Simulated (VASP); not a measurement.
# BaTiO3 (R3m) in VASP: notebook

Runs on BaTiO3. Level: r2SCAN. Tasks: single point.

Everything below comes from runs of VASP 6.6.1. Logs are shortened: lines on timing, memory, paths and dates and some standing lists are left out, and cuts for length are marked.

## Step 1: The cell of the first run

The structure is trigonal, space group R3m (No. 160). The conventional cell has a = 5.680 Å, b = 5.680 Å, c = 6.806 Å, α = 90.00°, β = 90.00°, γ = 120.00°. Within 3.6 Å of Ba (site symmetry 3m) lie 12 O at 2.75 to 2.85 Å and 8 Ti at 3.33 to 3.49 Å. Within 2.5 Å of Ti (site symmetry 3m) lie 6 O at 1.89 to 2.11 Å. Within 2.5 Å of O (site symmetry m) lie 2 Ti at 1.89 to 2.11 Å.

## Step 2: Single point, r2SCAN (uniaxial z strain -2.7%)

POSCAR

```
BaTiO3
1.0
    2.8399983119      1.6396737899      2.2686398683
   -2.8399983119      1.6396737899      2.2686398683
    0.0000000000     -3.2793475798      2.2686398683
Ba Ti O
1 1 3
Direct
   -0.0010987916     -0.0010987916     -0.0010987916
    0.4881013615      0.4881013615      0.4881013615
    0.5081631521      0.5081631521      0.0158711260
    0.0158711260      0.5081631521      0.5081631521
    0.5081631521      0.0158711260      0.5081631521
```

INCAR.step1

```
SYSTEM = BaTiO3
  ALGO = Normal
  EDIFF = 1E-4
  ENCUT = 520
  GGA = PE
  ISMEAR = 0
  LASPH = .TRUE.
  LCHARG = .FALSE.
  LREAL = .FALSE.
  LWAVE = .TRUE.
  NBANDS = 28
  NELM = 80
  PREC = Accurate
  SIGMA = 0.01
```

INCAR.step2

```
SYSTEM = BaTiO3
  ALGO = Normal
  EDIFF = 1E-6
  ENCUT = 520
  ISIF = 2
  ISMEAR = 0
  ISTART = 1
  LASPH = .TRUE.
  LCHARG = .TRUE.
  LELF = .TRUE.
  LMIXTAU = .TRUE.
  LREAL = .FALSE.
  LVHAR = .TRUE.
  LWAVE = .FALSE.
  METAGGA = R2SCAN
  NBANDS = 28
  NELM = 80
  PREC = Accurate
  SIGMA = 0.01
```

KPOINTS

```
k-points
0
G
  6 6 6
  0 0 0
```

Potentials or basis: VASP PAW PBE potentials, release 64 (Ba_sv, Ti_sv, O).

The run is started by

```sh
> cat potpaw_PBE.64/Ba_sv/POTCAR potpaw_PBE.64/Ti_sv/POTCAR potpaw_PBE.64/O/POTCAR > POTCAR
> cp INCAR.step1 INCAR
> mpirun -np 1 vasp_std > vasp.out
> cp INCAR.step2 INCAR
> mpirun -np 1 vasp_std > vasp.out
```

OUTCAR:

```text
SYSTEM = BaTiO3
   EDIFF = 1E-6
   ENCUT = 520
   ISIF = 2
   ISMEAR = 0
   ISTART = 1
   LASPH = .TRUE.
   LREAL = .FALSE.
   METAGGA = R2SCAN
   NELM = 80
   PREC = Accurate

 ion  position               nearest neighbor table
   1  0.999  0.999  0.999-   4 2.75   5 2.75   3 2.75   3 2.84   3 2.84   5 2.84   4 2.84   4 2.84
                             5 2.84   4 2.85   5 2.85   3 2.85   2 3.33   2 3.45   2 3.45   2 3.45
   2  0.488  0.488  0.488-   4 1.89   5 1.89   3 1.89   5 2.11   4 2.11   3 2.11   1 3.33   1 3.45
                             1 3.45   1 3.45   1 3.48   1 3.49   1 3.49   1 3.49
   3  0.508  0.508  0.016-   2 1.89   2 2.11   1 2.75   1 2.84   1 2.84   1 2.85
   4  0.016  0.508  0.508-   2 1.89   2 2.11   1 2.75   1 2.84   1 2.84   1 2.85
   5  0.508  0.016  0.508-   2 1.89   2 2.11   1 2.75   1 2.84   1 2.84   1 2.85

  LATTYP: Found a trigonal (rhomboedric) cell.
 ALAT       =     3.9875866638
 COS(alpha) =    -0.0144856067

  Lattice vectors:

 A1 = (   2.8399983119,   1.6396737899,   2.2686398683)
 A2 = (  -2.8399983119,   1.6396737899,   2.2686398683)
 A3 = (   0.0000000000,  -3.2793475798,   2.2686398683)

Analysis of symmetry for initial positions (statically):
=====================================================================
 Subroutine PRICEL returns:
 Original cell was already a primitive cell.

 Routine SETGRP: Setting up the symmetry group for a
 trigonal (rhombohedral) supercell.

 Subroutine GETGRP returns: Found  6 space group operations
 (whereof  6 operations were pure point group operations)
 out of a pool of 12 trial point group operations.

The static configuration has the point symmetry C_3v.

Analysis of symmetry for dynamics (positions and initial velocities):
=====================================================================
 Subroutine PRICEL returns:
 Original cell was already a primitive cell.

 Routine SETGRP: Setting up the symmetry group for a
 trigonal (rhombohedral) supercell.

 Subroutine GETGRP returns: Found  6 space group operations
 (whereof  6 operations were pure point group operations)
 out of a pool of 12 trial point group operations.

The dynamic configuration has the point symmetry C_3v.

 Subroutine INISYM returns: Found  6 space group operations
 (whereof  6 operations are pure point group operations),
 and found     1 'primitive' translations

----------------------------------------------------------------------------------------

                                     Primitive cell

  volume of cell :      63.3859

  direct lattice vectors                    reciprocal lattice vectors
     2.839998312  1.639673790  2.268639868     0.176056443  0.101646235  0.146930916
    -2.839998312  1.639673790  2.268639868    -0.176056443  0.101646235  0.146930916
     0.000000000 -3.279347580  2.268639868     0.000000000 -0.203292469  0.146930916

  length of vectors
     3.987586664  3.987586664  3.987586664     0.250831661  0.250831661  0.250831661

  position of ions in fractional coordinates (direct lattice)
     0.998901208  0.998901208  0.998901208
     0.488101362  0.488101362  0.488101362
     0.508163152  0.508163152  0.015871126
     0.015871126  0.508163152  0.508163152
     0.508163152  0.015871126  0.508163152

  ion indices of the primitive-cell ions
   primitive index   ion index
                 1           1
                 2           2
                 3           3
                 4           4
                 5           5

----------------------------------------------------------------------------------------

 KPOINTS: k-points

Automatic generation of k-mesh.
 Grid dimensions read from file:
 generate k-points for:    6    6    6

 Generating k-lattice:

  Cartesian coordinates                     Fractional coordinates (reciprocal lattice)
     0.029342740  0.016941039  0.024488486     0.166666667  0.000000000 -0.000000000
    -0.029342740  0.016941039  0.024488486     0.000000000  0.166666667 -0.000000000
     0.000000000 -0.033882078  0.024488486    -0.000000000 -0.000000000  0.166666667

  Length of vectors
     0.041805277  0.041805277  0.041805277

  Shift w.r.t. Gamma in fractional coordinates (k-lattice)
     0.000000000  0.000000000  0.000000000

 Subroutine IBZKPT returns following result:
 ===========================================

 Found     32 irreducible k-points:

 Following reciprocal coordinates:
            Coordinates               Weight
  0.000000  0.000000  0.000000      1.000000
  0.166667 -0.000000 -0.000000      6.000000
  0.333333 -0.000000 -0.000000      6.000000
  0.500000 -0.000000 -0.000000      3.000000
  0.166667  0.166667 -0.000000      6.000000
  0.333333  0.166667 -0.000000     12.000000
[... 16 lines left out ...]
  0.500000  0.500000  0.166667      6.000000
 -0.333333  0.500000  0.166667     12.000000
 [... further k-points ...]
   k-points           NKPTS =     32   k-points in BZ     NKDIM =     32   number of bands    NBANDS=     28
   number of dos      NEDOS =    301   number of ions     NIONS =      5
   total plane-waves  NPLWV =  27000
   dimension x,y,z NGX =    30 NGY =   30 NGZ =   30
   dimension x,y,z NGXF=    60 NGYF=   60 NGZF=   60
   ions per type =               1   1   3
   NGX,Y,Z   is equivalent  to a cutoff of  12.51, 12.51, 12.51 a.u.
   NGXF,Y,Z  is equivalent  to a cutoff of  25.01, 25.01, 25.01 a.u.
 SYSTEM =  BaTiO3
   PREC   = accura    normal or accurate (medium, high low for compatibility)
   ISTART =      1    job   : 0-new  1-cont  2-samecut
   ICHARG =      0    charge: 1-file 2-atom 10-const
   ISPIN  =      1    spin polarized calculation?
   LNONCOLLINEAR =      F non collinear calculations
   LSORBIT =      F    spin-orbit coupling
   LASPH  =      T    aspherical Exc in radial PAW
   ENCUT  =  520.0 eV  38.22 Ry    6.18 a.u.   7.41  7.41  7.41*2*pi/ulx,y,z
   NELM   =     80;   NELMIN=  2; NELMDL=  0     # of ELM steps
   EDIFF  = 0.1E-05   stopping-criterion for ELM
   LREAL  =      F    real-space projection
   EDIFFG = 0.1E-04   stopping-criterion for IOM
   NSW    =      0    number of steps for IOM
   IBRION =     -1    ionic relax: 0-MD 1-quasi-New 2-CG
   NFREE  =      0    steps in history (QN), initial steepest desc. (CG)
   ISIF   =      2    stress and relaxation
   ISYM   =      2    0-nonsym 1-usesym 2-fastsym
   POTIM  = 0.5000    time-step for ionic-motion
   TEBEG  =    0.0;   TEEND  =   0.0 temperature during run
   PSTRESS=    0.0 pullay stress
   NELECT =      40.0000    total number of electrons
   NUPDOWN=      -1.0000    fix difference up-down
   EMIN   =  10.00;   EMAX   =-10.00  energy-range for DOS
   EFERMI =   0.00;   METHOD = LEGACY
   ISMEAR =     0;   SIGMA  =   0.01  broadening in eV -4-tet -1-fermi 0-gaus
   EFERMI_NEDOS =   21; number of points for ismear=-14 and -15
   IALGO  =     38    algorithm
   IMIX   =      4    mixing-type and parameters
     AMIX     =   0.40;   BMIX     =  1.00
     AMIX_MAG =   1.60;   BMIX_MAG =  1.00
  volume/ion in A,a.u.               =      12.68        85.55
  Fermi-wavevector in a.u.,A,eV,Ry     =   1.404206  2.653564 26.827879  1.971793
  Thomas-Fermi vector in A             =   2.526791
   LORBIT       =      0    0 simple, 1 ext, 2 COOP (PROOUT), +10 PAW based schemes
   METAGGA = R2SCAN    functional components
   LHFCALC =     F    Hartree Fock is set to
   AEXX    =    0.0000 exact exchange contribution
   IVDW    =     0    specifies the selected vdW correction
   LEPSILON=     F    determine dielectric tensor
   LRPA    =     F    only Hartree local field effects (RPA)
 non-spin polarized calculation
 Gauss-broadening in eV      SIGMA  =   0.01
  energy-cutoff  :      520.00
  volume of cell :       63.39
 maximum number of plane-waves:      1734
 NGX is ok and might be reduce to    30
   NGX = 15   NGY = 15   NGZ = 15

 number of electron      40.0000003 magnetization

 Free energy of the ion-electron system (eV)
  ---------------------------------------------------
  ext. energy  EPLUGINS =         0.00000000
  ---------------------------------------------------
  free energy    TOTEN  =       -74.21513272 eV

  energy without entropy =      -74.21513272  energy(sigma->0) =      -74.21513272

 E-fermi :   3.7930     XC(G=0): -11.9719

 val. band max:        3.6064889903   @ k =   0.5000   0.5000   0.5000
 cond. band min:       6.2269637434   @ k =   0.0000   0.0000   0.0000
 fundamental gap:      2.6204747531
 Fermi energy:         3.7929771508

 k-point     1 :       0.0000    0.0000    0.0000
  band No.  band energies     occupation
      1     -54.9845      2.00000
      2     -30.1939      2.00000
      3     -30.1747      2.00000
      4     -30.1747      2.00000
      5     -21.8589      2.00000
      6     -14.2627      2.00000
[... 20 lines left out ...]
     27       9.2206      0.00000
     28      11.9963      0.00000

 k-point     2 :       0.1667   -0.0000   -0.0000
  band No.  band energies     occupation
      1     -54.9842      2.00000
      2     -30.2020      2.00000
      3     -30.1817      2.00000
      4     -30.1742      2.00000
      5     -21.8253      2.00000
      6     -14.2881      2.00000
[... 20 lines left out ...]
     27       9.7730      0.00000
     28      12.6288      0.00000

 k-point     3 :       0.3333   -0.0000   -0.0000
  band No.  band energies     occupation
      1     -54.9836      2.00000
      2     -30.2296      2.00000
      3     -30.1841      2.00000
      4     -30.1731      2.00000
      5     -21.7564      2.00000
      6     -14.4251      2.00000
[... 20 lines left out ...]
     27      11.0783      0.00000
     28      12.6383      0.00000

 k-point     4 :       0.5000   -0.0000   -0.0000
  band No.  band energies     occupation
      1     -54.9833      2.00000
      2     -30.2446      2.00000
      3     -30.1841      2.00000
      4     -30.1725      2.00000
      5     -21.7211      2.00000
      6     -14.5142      2.00000
[... 578 lines left out ...]
     27      11.7998      0.00000
     28      12.9332      0.00000

 k-point    23 :       0.5000    0.5000    0.1667
  band No.  band energies     occupation
      1     -54.9818      2.00000
      2     -30.2454      2.00000
      3     -30.2338      2.00000
      4     -30.1907      2.00000
      5     -21.6184      2.00000
      6     -13.8224      2.00000
[... 20 lines left out ...]
     27      12.8008      0.00000
     28      13.2121      0.00000

 k-point    24 :      -0.3333    0.5000    0.1667
  band No.  band energies     occupation
      1     -54.9821      2.00000
      2     -30.2426      2.00000
      3     -30.2227      2.00000
      4     -30.1910      2.00000
      5     -21.6395      2.00000
      6     -13.9895      2.00000
[... 20 lines left out ...]
     27      12.4783      0.00000
     28      12.9939      0.00000

 [... further k-points ...]

------------------------ aborting loop because EDIFF is reached ----------------------------------------

  FORCE on cell =-STRESS in cart. coord.  units (eV):
  Direction    XX          YY          ZZ          XY          YZ          ZX
  --------------------------------------------------------------------------------------
  -------------------------------------------------------------------------------------
  Total        1.2643206      1.2643206      3.7974588      0.0000000      0.0000000     -0.0000000
  in kB       31.9576945     31.9576945     95.9867537      0.0000000      0.0000000     -0.0000000
  external PRESSURE =      53.3007142 kB  Pullay stress =       0.0000000 kB

 VOLUME and BASIS-vectors are now :
 -----------------------------------------------------------------------------
  energy-cutoff  :      520.00
  volume of cell :       63.39
      direct lattice vectors                 reciprocal lattice vectors
     2.839998312  1.639673790  2.268639868     0.176056443  0.101646235  0.146930916
    -2.839998312  1.639673790  2.268639868    -0.176056443  0.101646235  0.146930916
     0.000000000 -3.279347580  2.268639868     0.000000000 -0.203292469  0.146930916

 POSITION                                       TOTAL-FORCE (eV/Angst)
 -----------------------------------------------------------------------------------
      0.00000      0.00000      6.79844         0.000000      0.000000      0.023074
      0.00000      0.00000      3.32198         0.000000      0.000000      0.147240
      0.00000      1.61440      2.34168         0.000000      0.059012     -0.056771
     -1.39811     -0.80720      2.34168        -0.051106     -0.029506     -0.056771
      1.39811     -0.80720      2.34168         0.051106     -0.029506     -0.056771
 -----------------------------------------------------------------------------------
    total drift:                               -0.000000     -0.000002      0.004139

  FREE ENERGIE OF THE ION-ELECTRON SYSTEM (eV)
  ---------------------------------------------------
  free  energy   TOTEN  =       -74.2151327228 eV

  energy  without entropy=      -74.2151327228  energy(sigma->0) =      -74.21513272
```

It took 5.8 min on 1 thread of Intel Xeon 8259CL, shared host; peak memory 0.21 GiB.

Results:

```
Free energy            : -74.2151 eV
Pressure               : 5.3 GPa
Largest force          : 0.147 eV/Å
Band gap on the k mesh : 2.62 eV (least direct gap 2.98 eV)
```

Forces in eV/Å, atoms in the order of the input:
```
Ba   0.000  0.000  0.023
Ti   0.000  0.000  0.147
O    0.000  0.059 -0.057
O   -0.051 -0.030 -0.057
O    0.051 -0.030 -0.057
```

Caveat: the cell differs from its parent crystal (uniaxial z strain -2.7%); the cell stands under pressure; the PAW data sets were made with another functional, which shifts forces and pressure a little; spin-orbit coupling is left out, which moves the levels of the heavy elements. A k mesh can miss the band edges.

## Step 3: Single point, r2SCAN

This run uses another cell than the first one, of 13.03 Å³/atom.

POSCAR

```
BaTiO3
1.0
    2.8399983119      1.6396737899      2.3313532713
   -2.8399983119      1.6396737899      2.3313532713
    0.0000000000     -3.2793475798      2.3313532713
Ba Ti O
1 1 3
Direct
   -0.0032057836     -0.0032057836     -0.0032057836
    0.4833346622      0.4833346622      0.4833346622
    0.5098255459      0.5098255459      0.0194200296
    0.0194200296      0.5098255459      0.5098255459
    0.5098255459      0.0194200296      0.5098255459
```

Edit INCAR.step1 of step 2 so:

```diff
@@ -11,3 +11,3 @@
   NBANDS = 28
-  NELM = 80
+  NELM = 100
   PREC = Accurate
```

INCAR.step2

```
SYSTEM = BaTiO3
  ALGO = Normal
  EDIFF = 1E-7
  ENCUT = 520
  ISIF = 2
  ISMEAR = 0
  ISTART = 1
  LASPH = .TRUE.
  LCHARG = .FALSE.
  LMIXTAU = .TRUE.
  LREAL = .FALSE.
  LWAVE = .FALSE.
  METAGGA = R2SCAN
  NBANDS = 28
  NELM = 100
  PREC = Accurate
  SIGMA = 0.01
```

KPOINTS is that of step 2.

Potentials or basis: VASP PAW PBE potentials, release 64 (Ba_sv, Ti_sv, O).

The run is started by

```sh
> cat potpaw_PBE.64/Ba_sv/POTCAR potpaw_PBE.64/Ti_sv/POTCAR potpaw_PBE.64/O/POTCAR > POTCAR
> cp INCAR.step1 INCAR
> mpirun -np 1 vasp_std > vasp.out
> cp INCAR.step2 INCAR
> mpirun -np 1 vasp_std > vasp.out
```

It took 4.2 min on 1 thread of Intel Xeon 8259CL, shared host; peak memory 0.21 GiB.

It converged, with:

```yaml
Free_energy: -74.2683 eV
Pressure: 1.9 GPa
Largest_force: 0.175 eV/Å
Band_gap_on_the_k_mesh: 2.85 eV (least direct gap 3.31 eV)
```

Forces in eV/Å, atoms in the order of the input:
```
Ba   0.000  0.000  0.030
Ti   0.000  0.000  0.175
O    0.000  0.076 -0.069
O   -0.065 -0.038 -0.069
O    0.065 -0.038 -0.069
```

Stress tensor (GPa, compression positive):
```
1.96 0.00 0.00
0.00 1.96 0.00
0.00 0.00 1.82
```

Levels at points of the mesh, in eV from the valence-band top:
```csv
k point,band 18,band 19,band 20,band 21,band 22,band 23
"(0.00, 0.00, 0.00)",-0.58,-0.46,-0.46,2.85,2.85,2.99
"(0.50, 0.00, 0.00)",-1.58,-1.01,-0.89,3.01,4.14,4.26
"(0.50, 0.50, 0.00)",-0.91,-0.86,-0.09,4.23,4.23,4.58
"(0.50, 0.50, 0.50)",-0.02,-0.02,0.00,4.66,4.85,4.85
```

Caveat: the PAW data sets were made with another functional, which shifts forces and pressure a little; spin-orbit coupling is left out, which moves the levels of the heavy elements.
